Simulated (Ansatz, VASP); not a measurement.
Two plane-wave programs on P

```
P
1.0
     2.38554    0.00000    0.00000
     0.00000    2.38554    0.00000
     0.00000    0.00000    2.38554
P
1
Direct
  0.00000 0.00000 0.00000
```

Alike in both runs: task single point; functional revPBE; k mesh 14 × 14 × 14; occupations fermi-dirac, width 0.1 eV; no spin polarisation.

|  | VASP | Ansatz |
| --- | --- | --- |
| version | VASP 6.6.1 | Ansatz 0.2.0 |
| potentials or method | VASP PAW PBE potentials, release 64 (P), cutoff 520 eV | plane waves (420 eV) with PAW, scalar-relativistic |
| valence electrons in the cell | 5 | 5 |

|  | VASP | Ansatz | Ansatz less VASP |
| --- | --- | --- | --- |
| pressure (GPa) | 11.0 | 11.8 | +0.76 |

VASP's potentials were made for PBE, not for revPBE. The functional is the same, so the differences come from potentials, cutoffs and numerics.
